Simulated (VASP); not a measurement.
# Cs (Im-3m) in VASP: further runs, part 2 of 2

VASP 6.6.1.

## Step 5: Single point, PBEsol, non-collinear spin, zero start, spin-orbit coupling

The input, INCAR:

```
ALGO = Fast ; EDIFF = 1E-6
ENCUT = 520 ; GGA = PS
GGA_COMPAT = F ; ISIF = 2
ISMEAR = 1 ; LASPH = T
LCHARG = T ; LORBIT = 11
LORBMOM = T ; LREAL = F
LSORBIT = T ; LVHAR = T
LWAVE = F ; MAGMOM = 0 0 0
NBANDS = 20 ; NELM = 150
PREC = Accurate ; SIGMA = 0.1
```

The input, KPOINTS:

```
k-points
0
Gamma
  5 5 5
```

The input, POSCAR:

```
Cs
1.0
   -3.1284650614      3.1284650614      3.1284650614
    3.1284650614     -3.1284650614      3.1284650614
    3.1284650614      3.1284650614     -3.1284650614
Cs
1
Direct
    0.0000000000      0.0000000000      0.0000000000
```

Potentials or basis: VASP PAW PBE potentials, release 64 (Cs_sv).

On the command line:

```console
$ cat potpaw_PBE.64/Cs_sv/POTCAR > POTCAR
$ mpirun -np 1 vasp_ncl > vasp.out
```

OUTCAR:

```text
EDIFF = 1E-6
   ENCUT = 520
   GGA = PS
   ISIF = 2
   ISMEAR = 1
   LASPH = T
   LORBIT = 11
   LREAL = F
   LSORBIT = T
   NELM = 150
   PREC = Accurate

 ion  position               nearest neighbor table
   1  0.000  0.000  0.000-

  LATTYP: Found a body centered cubic cell.
 ALAT       =     6.2569301228

  Lattice vectors:

 A1 = (  -3.1284650614,   3.1284650614,   3.1284650614)
 A2 = (   3.1284650614,  -3.1284650614,   3.1284650614)
 A3 = (   3.1284650614,   3.1284650614,  -3.1284650614)

Analysis of symmetry for initial positions (statically):
=====================================================================
 Subroutine PRICEL returns:
 Original cell was already a primitive cell.

 Routine SETGRP: Setting up the symmetry group for a
 body centered cubic supercell.

 Subroutine GETGRP returns: Found 48 space group operations
 (whereof 48 operations were pure point group operations)
 out of a pool of 48 trial point group operations.

The static configuration has the point symmetry O_h .

Analysis of symmetry for dynamics (positions and initial velocities):
=====================================================================
 Subroutine PRICEL returns:
 Original cell was already a primitive cell.

 Routine SETGRP: Setting up the symmetry group for a
 body centered cubic supercell.

 Subroutine GETGRP returns: Found 48 space group operations
 (whereof 48 operations were pure point group operations)
 out of a pool of 48 trial point group operations.

The dynamic configuration has the point symmetry O_h .

Analysis of structural, dynamic, and magnetic symmetry:
=====================================================================
 Subroutine PRICEL returns:
 Original cell was already a primitive cell.

 Routine SETGRP: Setting up the symmetry group for a
 body centered cubic supercell.

 Subroutine GETGRP returns: Found 48 space group operations
 (whereof 48 operations were pure point group operations)
 out of a pool of 48 trial point group operations.

The overall configuration has the point symmetry O_h .

 Subroutine INISYM returns: Found 48 space group operations
 (whereof 48 operations are pure point group operations),
 and found     1 'primitive' translations

----------------------------------------------------------------------------------------

                                     Primitive cell

  volume of cell :     122.4768

  direct lattice vectors                    reciprocal lattice vectors
    -3.128465061  3.128465061  3.128465061     0.000000000  0.159822785  0.159822785
     3.128465061 -3.128465061  3.128465061     0.159822785  0.000000000  0.159822785
     3.128465061  3.128465061 -3.128465061     0.159822785  0.159822785  0.000000000

  length of vectors
     5.418660436  5.418660436  5.418660436     0.226023551  0.226023551  0.226023551

  position of ions in fractional coordinates (direct lattice)
     0.000000000  0.000000000  0.000000000

  ion indices of the primitive-cell ions
   primitive index   ion index
                 1           1

----------------------------------------------------------------------------------------

 KPOINTS: k-points
[... 82 lines left out ...]
   LEPSILON=     F    determine dielectric tensor
   LRPA    =     F    only Hartree local field effects (RPA)
 RMM-DIIS sequential band-by-band and
 Methfessel and Paxton  Order N= 1 SIGMA  =   0.10
  energy-cutoff  :      520.00
  volume of cell :      122.48
 maximum number of plane-waves:      6638
   NGX = 21   NGY = 21   NGZ = 21

 number of electron       8.9999999 magnetization      -0.0000000      0.0000000     -0.0000000

 number of electron       8.9999999 magnetization       0.0000000     -0.0000000      0.0000000

 number of electron       8.9999999 magnetization      -0.0000000     -0.0000000     -0.0000000

 number of electron       8.9999999 magnetization       0.0000000      0.0000000      0.0000000

 Free energy of the ion-electron system (eV)
  ---------------------------------------------------
  ext. energy  EPLUGINS =         0.00000000
  ---------------------------------------------------
  free energy    TOTEN  =        -1.09989543 eV

  energy without entropy =       -1.09529523  energy(sigma->0) =       -1.09836203

 E-fermi :   0.2859     XC(G=0):  -5.3173

 val. band max:       -0.0272900078   @ k =   0.4000   0.0000   0.0000
 cond. band min:       0.3087238264   @ k =  -0.4000   0.4000   0.2000
 fundamental gap:      0.3360138341
 Fermi energy:         0.2859254150

 k-point     1 :       0.0000    0.0000    0.0000
  band No.  band energies     occupation
      1     -23.6634      1.00000
      2     -23.6634      1.00000
      3     -11.4702      1.00000
      4     -11.4702      1.00000
      5      -9.8931      1.00000
      6      -9.8931      1.00000
[... 219 lines left out ...]
     19       4.2446      0.00000
     20       4.2486      0.00000

------------------------ aborting loop because EDIFF is reached ----------------------------------------

  FORCE on cell =-STRESS in cart. coord.  units (eV):
  Direction    XX          YY          ZZ          XY          YZ          ZX
  --------------------------------------------------------------------------------------
  -------------------------------------------------------------------------------------
  Total       -0.1745112     -0.1745112     -0.1745112      0.0000000      0.0000000      0.0000000
  in kB       -2.2828639     -2.2828639     -2.2828639      0.0000000      0.0000000      0.0000000
  external PRESSURE =      -2.2828639 kB  Pullay stress =       0.0000000 kB

 VOLUME and BASIS-vectors are now :
 -----------------------------------------------------------------------------
  energy-cutoff  :      520.00
  volume of cell :      122.48
      direct lattice vectors                 reciprocal lattice vectors
    -3.128465061  3.128465061  3.128465061     0.000000000  0.159822785  0.159822785
     3.128465061 -3.128465061  3.128465061     0.159822785  0.000000000  0.159822785
     3.128465061  3.128465061 -3.128465061     0.159822785  0.159822785  0.000000000

 POSITION                                       TOTAL-FORCE (eV/Angst)
 -----------------------------------------------------------------------------------
      0.00000      0.00000      0.00000         0.000000      0.000000      0.000000
 -----------------------------------------------------------------------------------
    total drift:                               -0.000000     -0.000000     -0.000000

  FREE ENERGIE OF THE ION-ELECTRON SYSTEM (eV)
  ---------------------------------------------------
  free  energy   TOTEN  =        -1.0998954324 eV

  energy  without entropy=       -1.0952952279  energy(sigma->0) =       -1.09836203

 orbital moment (x)

 # of ion     p       d       tot
 ----------------------------------------
  1         0.000   0.000   0.000
 ----------------------------------------
            0.000   0.000   0.000

 orbital moment (y)

 # of ion     p       d       tot
 ----------------------------------------
  1         0.000  -0.000  -0.000
 ----------------------------------------
            0.000  -0.000  -0.000

 orbital moment (z)

 # of ion     p       d       tot
 ----------------------------------------
  1         0.000   0.000   0.000
 ----------------------------------------
            0.000   0.000   0.000

 Spin-Orbit-Coupling matrix elements

 Ion:    1  E_soc:     -0.3273920
 l=   1
     0.0000000    -0.0545627    -0.0545627
    -0.0545627     0.0000000    -0.0545627
    -0.0545627    -0.0545627     0.0000000
 l=   2
     0.0000000    -0.0000005     0.0000000    -0.0000005    -0.0000021
    -0.0000005     0.0000000    -0.0000016    -0.0000005    -0.0000005
     0.0000000    -0.0000016     0.0000000    -0.0000016     0.0000000
    -0.0000005    -0.0000005    -0.0000016     0.0000000    -0.0000005
    -0.0000021    -0.0000005     0.0000000    -0.0000005     0.0000000
 l=   3
     0.0000000     0.0000000     0.0000000     0.0000000     0.0000000     0.0000000     0.0000000
     0.0000000     0.0000000     0.0000000     0.0000000     0.0000000     0.0000000     0.0000000
     0.0000000     0.0000000     0.0000000     0.0000000     0.0000000     0.0000000     0.0000000
     0.0000000     0.0000000     0.0000000     0.0000000     0.0000000     0.0000000     0.0000000
     0.0000000     0.0000000     0.0000000     0.0000000     0.0000000     0.0000000     0.0000000
     0.0000000     0.0000000     0.0000000     0.0000000     0.0000000     0.0000000     0.0000000
     0.0000000     0.0000000     0.0000000     0.0000000     0.0000000     0.0000000     0.0000000

 total charge

# of ion       s       p       d       tot
------------------------------------------
    1        1.865   4.674   0.008   6.547

 magnetization (x)

# of ion       s       p       d       tot
------------------------------------------
    1        0.000   0.000  -0.000  -0.000

 magnetization (y)

# of ion       s       p       d       tot
------------------------------------------
    1        0.000  -0.000   0.000   0.000

 magnetization (z)

# of ion       s       p       d       tot
------------------------------------------
    1        0.000   0.000   0.000   0.000
```

stdout:

```text
POSCAR found type information on POSCAR Cs
 POSCAR found :  1 types and       1 ions
 scaLAPACK will be used
 -----------------------------------------------------------------------------
|                                                                             |
|                                                                             |
|     You enforced a specific xc type in the INCAR file but a different       |
|     I HOPE YOU KNOW WHAT YOU ARE DOING!                                     |
|                                                                             |
 -----------------------------------------------------------------------------

 LDA part: xc-table for (Slater+PW92), standard interpolation
 POSCAR, INCAR and KPOINTS ok, starting setup
 FFT: planning ... GRIDC
 FFT: planning ... GRID_SOFT
 FFT: planning ... GRID
 WAVECAR not read
 entering main loop
```

Wall time 78 s (1 thread of Intel Xeon Platinum 8488C (Sapphire Rapids), shared host); peak memory 0.47 GiB.

What came out:

```yaml
Free_energy: -1.0999 eV
Pressure: -0.2 GPa
Net_moment: 0.00 μB per cell
Valence_electrons_inside_the_program's_atomic_spheres: Cs 6.55
```

Moments on the atoms (μB; x, y, z):
```
Cs  0.00 0.00 0.00
```

Caveat: the PAW data sets were made with another functional, which shifts forces and pressure a little.

## Step 6: Single point, r2SCAN, non-collinear spin, zero start, spin-orbit coupling

POSCAR is that of step 5.

The input, INCAR.step1:

```
SYSTEM = Cs
PREC = Accurate ; ENCUT = 520
ISMEAR = 1 ; SIGMA = 0.1
LREAL = .FALSE. ; LASPH = .TRUE.
NELM = 150 ; LNONCOLLINEAR = .TRUE.
MAGMOM = 0 0 0 ; LSORBIT = .TRUE.
GGA_COMPAT = .FALSE. ; NBANDS = 20
GGA = PE ; ALGO = Normal
EDIFF = 1E-4 ; LWAVE = .TRUE.
LCHARG = .FALSE.
```

The input, INCAR.step2:

```
SYSTEM = Cs
PREC = Accurate ; ENCUT = 520
EDIFF = 1E-7 ; ISMEAR = 1
SIGMA = 0.1 ; LREAL = .FALSE.
LASPH = .TRUE. ; NELM = 150
ALGO = Normal ; ISIF = 2
LWAVE = .FALSE. ; LCHARG = .FALSE.
LNONCOLLINEAR = .TRUE. ; MAGMOM = 0 0 0
LORBIT = 11 ; LSORBIT = .TRUE.
GGA_COMPAT = .FALSE. ; LORBMOM = .TRUE.
METAGGA = R2SCAN ; LMIXTAU = .TRUE.
NBANDS = 20 ; ISTART = 1
```

The input, KPOINTS:

```
regular mesh
0
G
  6 6 6
  0 0 0
```

Potentials or basis: VASP PAW PBE potentials, release 64 (Cs_sv).

On the command line:

```console
$ cat potpaw_PBE.64/Cs_sv/POTCAR > POTCAR
$ cp INCAR.step1 INCAR
$ mpirun -np 1 vasp_ncl > vasp.out
$ cp INCAR.step2 INCAR
$ mpirun -np 1 vasp_ncl > vasp.out
```

OUTCAR:

```text
SYSTEM = Cs
   PREC = Accurate
   ENCUT = 520
   EDIFF = 1E-7
   ISMEAR = 1
   LREAL = .FALSE.
   LASPH = .TRUE.
   NELM = 150
   ISIF = 2
   LNONCOLLINEAR = .TRUE.
   LORBIT = 11
   LSORBIT = .TRUE.
   METAGGA = R2SCAN
   ISTART = 1

 ion  position               nearest neighbor table
   1  0.000  0.000  0.000-

  LATTYP: Found a body centered cubic cell.
 ALAT       =     6.2569301228

  Lattice vectors:

 A1 = (  -3.1284650614,   3.1284650614,   3.1284650614)
 A2 = (   3.1284650614,  -3.1284650614,   3.1284650614)
 A3 = (   3.1284650614,   3.1284650614,  -3.1284650614)

Analysis of symmetry for initial positions (statically):
=====================================================================
 Subroutine PRICEL returns:
 Original cell was already a primitive cell.

 Routine SETGRP: Setting up the symmetry group for a
 body centered cubic supercell.

 Subroutine GETGRP returns: Found 48 space group operations
 (whereof 48 operations were pure point group operations)
 out of a pool of 48 trial point group operations.

The static configuration has the point symmetry O_h .

Analysis of symmetry for dynamics (positions and initial velocities):
=====================================================================
 Subroutine PRICEL returns:
 Original cell was already a primitive cell.

[... 563 lines left out ...]
  free  energy   TOTEN  =       -25.1577702896 eV

  energy  without entropy=      -25.1524267579  energy(sigma->0) =      -25.15598911

 orbital moment (x)

 # of ion     p       d       tot
 ----------------------------------------
  1         0.000   0.000   0.000
 ----------------------------------------
            0.000   0.000   0.000

 orbital moment (y)

 # of ion     p       d       tot
 ----------------------------------------
  1         0.000   0.000   0.000
 ----------------------------------------
            0.000   0.000   0.000

 orbital moment (z)

 # of ion     p       d       tot
 ----------------------------------------
  1         0.000   0.000   0.000
 ----------------------------------------
            0.000   0.000   0.000

 Spin-Orbit-Coupling matrix elements

 Ion:    1  E_soc:     -0.3080986
 l=   1
     0.0000000    -0.0513491    -0.0513491
    -0.0513491     0.0000000    -0.0513491
    -0.0513491    -0.0513491     0.0000000
 l=   2
     0.0000000     0.0000009     0.0000000     0.0000009    -0.0000016
     0.0000009     0.0000000    -0.0000012     0.0000009    -0.0000004
     0.0000000    -0.0000012     0.0000000    -0.0000012     0.0000000
     0.0000009     0.0000009    -0.0000012     0.0000000    -0.0000004
    -0.0000016    -0.0000004     0.0000000    -0.0000004     0.0000000
 l=   3
     0.0000000     0.0000000     0.0000000     0.0000000     0.0000000     0.0000000     0.0000000
     0.0000000     0.0000000     0.0000000     0.0000000     0.0000000     0.0000000     0.0000000
     0.0000000     0.0000000     0.0000000     0.0000000     0.0000000     0.0000000     0.0000000
     0.0000000     0.0000000     0.0000000     0.0000000     0.0000000     0.0000000     0.0000000
     0.0000000     0.0000000     0.0000000     0.0000000     0.0000000     0.0000000     0.0000000
     0.0000000     0.0000000     0.0000000     0.0000000     0.0000000     0.0000000     0.0000000
     0.0000000     0.0000000     0.0000000     0.0000000     0.0000000     0.0000000     0.0000000

 total charge

# of ion       s       p       d       tot
------------------------------------------
    1        1.867   4.699   0.007   6.574

 magnetization (x)

# of ion       s       p       d       tot
------------------------------------------
    1        0.000   0.000  -0.000  -0.000

 magnetization (y)

# of ion       s       p       d       tot
------------------------------------------
    1        0.000  -0.000  -0.000  -0.000

 magnetization (z)

# of ion       s       p       d       tot
------------------------------------------
    1        0.000   0.000   0.000   0.000
```

OUTCAR.step1:

```text
SYSTEM = Cs
   PREC = Accurate
   ENCUT = 520
   ISMEAR = 1
   LREAL = .FALSE.
[... 620 lines left out ...]
     0.0000000     0.0000000     0.0000000     0.0000000     0.0000000     0.0000000     0.0000000
     0.0000000     0.0000000     0.0000000     0.0000000     0.0000000     0.0000000     0.0000000
     0.0000000     0.0000000     0.0000000     0.0000000     0.0000000     0.0000000     0.0000000
     0.0000000     0.0000000     0.0000000     0.0000000     0.0000000     0.0000000     0.0000000
     0.0000000     0.0000000     0.0000000     0.0000000     0.0000000     0.0000000     0.0000000
     0.0000000     0.0000000     0.0000000     0.0000000     0.0000000     0.0000000     0.0000000

=======================================================================

 ========================================================
```

OSZICAR.step1:

```text
N       E                     dE             d eps       ncg     rms          rms(c)
DAV:   1     0.632459421070E+02    0.63246E+02   -0.28981E+03   640   0.666E+02
DAV:   2     0.838329902032E+01   -0.54863E+02   -0.52069E+02   896   0.118E+02
DAV:   3    -0.788970290669E+00   -0.91723E+01   -0.90379E+01   780   0.515E+01
DAV:   4    -0.994985553058E+00   -0.20602E+00   -0.20593E+00   780   0.897E+00
DAV:   5    -0.996519304695E+00   -0.15338E-02   -0.15337E-02   816   0.787E-01    0.330E-01
DAV:   6    -0.997208992005E+00   -0.68969E-03   -0.12803E-03   780   0.193E-01    0.204E-01
DAV:   7    -0.997650160524E+00   -0.44117E-03   -0.32332E-04   760   0.972E-02    0.105E-01
DAV:   8    -0.998310075845E+00   -0.65992E-03   -0.14231E-03   684   0.209E-01    0.240E-02
DAV:   9    -0.998352570571E+00   -0.42495E-04   -0.61461E-05   604   0.429E-02
   1 F= -.99835257E+00 E0= -.99638198E+00  d E =-.591179E-02  mag=    -0.0000     0.0000     0.0000
```

It took 5.9 min on 1 thread of Intel Xeon Platinum 8488C (Sapphire Rapids), shared host; peak memory 0.61 GiB.

What came out:

```yaml
Free_energy: -25.1578 eV
Pressure: 0.0 GPa
Net_moment: 0.00 μB per cell
Valence_electrons_inside_the_program's_atomic_spheres: Cs 6.57
```

Moments on the atoms (μB; x, y, z):
```
Cs  0.00 0.00 0.00
```

Caveat: the PAW data sets were made with another functional, which shifts forces and pressure a little.

## Step 7: The runs side by side

| level | spin | k mesh | smearing | gap on the mesh (eV) | pressure (GPa) | moment (μB) |
| --- | --- | --- | --- | --- | --- | --- |
| PBE | off | 8 × 8 × 8 | fermi-dirac 0.1 eV | none | -0.1 | - |
| PBE | off | 10 × 10 × 10 | fermi-dirac 0.1 eV | none | -0.1 | - |
| PBEsol | non-collinear, zero start, SOC | 5 × 5 × 5 | methfessel-paxton 0.1 eV | - | -0.2 | 0.00 |
| r2SCAN | non-collinear, zero start, SOC | 6 × 6 × 6 | methfessel-paxton 0.1 eV | - | 0.0 | 0.00 |

Alike in all rows: task single point; potentials or basis VASP PAW PBE potentials, release 64 (Cs_sv); cell as given; cutoff (eV) 520.

Caveats: spin-orbit coupling is left out, which moves the levels of the heavy elements (at least some runs); the PAW data sets were made with another functional, which shifts forces and pressure a little (at least some runs).

Absolute energies hang on the potentials; compare differences alone.
